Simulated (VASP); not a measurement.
Here is a VASP 6.6.1 calculation.

Contents of INCAR:

```
SYSTEM = Sb
PREC     = Accurate       ! precision mode
ENCUT    = 500            ! plane-wave cutoff, eV
EDIFF    = 1E-6           ! SCF threshold, eV
ISMEAR   = -1             ! smearing method
SIGMA    = 0.05           ! smearing width, eV
LREAL    = .FALSE.        ! projectors in reciprocal space
LASPH    = .TRUE.         ! aspherical terms in the spheres
NELM     = 120            ! most SCF steps
ALGO     = Normal         ! electronic algorithm
ISIF     = 2              ! what is computed and relaxed
LWAVE    = .FALSE.        ! write WAVECAR
LCHARG   = .FALSE.        ! write CHGCAR
GGA      = PS             ! functional
NBANDS   = 12             ! bands
GGA_COMPAT= .FALSE.
```

The input KPOINTS:

```
Automatic mesh
0
G
  9 9 9
  0 0 0
```

Contents of POSCAR:

```
Sb
1.0
    2.1434076350      1.2374969751      3.7314781673
   -2.1434076350      1.2374969751      3.7314781673
    0.0000000000     -2.4749939500      3.7314781673
Sb
2
Direct
    0.2336400000      0.2336400000      0.2336400000
    0.7663600000      0.7663600000      0.7663600000
```

Potentials or basis: VASP PAW PBE potentials, release 64 (Sb).

Run with:

```sh
$ cat potpaw_PBE.64/Sb/POTCAR > POTCAR
$ mpirun -np 1 vasp_std > vasp.out
```

Task: What does it give for the band gap on the k mesh?

Result: 0.04 eV, indirect (least direct gap 0.48 eV).

Task: Predict the pressure.

Result: 1.2 GPa.

Task: Predict the largest force.

Result: 0.256 eV/Å.

Stress tensor (GPa, compression positive):
```
1.47 0.00 0.00
0.00 1.47 0.00
0.00 0.00 0.78
```

Caveat: the PAW data sets were made with another functional, which shifts forces and pressure a little; spin-orbit coupling is left out, which moves the levels of the heavy elements. A k mesh can miss the band edges.
